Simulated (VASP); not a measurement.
Wanted: the native input for a VASP 6.6.1 run.

- Task: single point
- Functional: PBE
- Potentials or basis: VASP PAW PBE potentials, release 64 (In_d, Se)
- Cutoff: 520 eV
- k mesh: 6 × 6 × 6, shifted
- Occupations: gaussian, width 0.1 eV
- Spin: no spin polarisation
- Dipole correction: no
- Further INCAR settings: ALGO = Normal; EDIFF = 1e-06; NBANDS = 30

The structure of In3Se lies in POSCAR:

```
In3Se
1.0
    4.8037580000      0.0000000000      0.0000000000
    0.0000000000      4.8037580000      0.0000000000
    0.0000000000      0.0000000000      4.8037580000
In Se
3 1
Direct
    0.0000000000      0.5000000000      0.5000000000
    0.5000000000      0.0000000000      0.5000000000
    0.5000000000      0.5000000000      0.0000000000
    0.0000000000      0.0000000000      0.0000000000
```

These files were run (other wordings do the same):

INCAR

```
SYSTEM = In3Se
PREC = Accurate ; ENCUT = 520
EDIFF = 1E-6 ; ISMEAR = 0
SIGMA = 0.1 ; LREAL = .False.
LASPH = .True. ; NELM = 60
ALGO = Normal ; ISIF = 2
LWAVE = .False. ; LCHARG = .True.
GGA = PE ; LELF = .True.
LVHAR = .True. ; NBANDS = 30
```

KPOINTS

```
Automatic mesh
0
Gamma
  6 6 6
  0.5 0.5 0.5
```

Potentials or basis: VASP PAW PBE potentials, release 64 (In_d, Se).

Run with:

```console
$ cat potpaw_PBE.64/In_d/POTCAR potpaw_PBE.64/Se/POTCAR > POTCAR
$ mpirun -np 1 vasp_std > vasp.out
```

Results of the run:

```
Pressure : -0.5 GPa
```

Run time: 19 s on 1 thread of AMD EPYC 9R45 96-Core Processor (Zen 5), with other jobs on the host, peak memory 0.17 GiB.
